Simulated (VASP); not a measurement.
Runs of VASP 6.6.1 on InSb3. The structure is that of space group Pm-3m (No. 221), or close to it. The cells are those of the table. 

```csv
cell,gap on the mesh (eV),pressure (GPa)
"a = 4.766 Å, angles 91.3°, 4 atoms",none,1.6
"a = 4.718 Å, angles 88.6°, 4 atoms",none,3.6
"a = 4.911 Å, angles 91.3°, 4 atoms",none,-2.7
"a = 4.958 Å, 4 atoms",none,-3.7
"a = 4.863 Å, angles 91.3°, 4 atoms",none,(b)
"a = 4.718 Å, angles 91.4°, 4 atoms",none,3.6
"a = 4.766 Å, angles 88.6°, 4 atoms",none,1.7
"a = 4.911 Å, angles 88.7°, 4 atoms",none,(a)
```

Alike in all rows: task single point; level PBE; potentials or basis VASP PAW PBE potentials, release 64 (In_d, Sb); no spin polarisation; k mesh 8 × 8 × 8; cutoff (eV) 520; smearing gaussian 0.15 eV.

Problem. Estimate the missing entries.

Solution. (a) -2.6; (b) -1.4.

Caveats: spin-orbit coupling is left out, which moves the levels of the heavy elements; the cell stands under pressure (at least some runs); the cell stands under tension (at least some runs).

A k mesh can miss the band edges, and the runs leave out spin-orbit coupling on In, Sb.

A gap of «none» marks levels without a gap at the run's occupations.
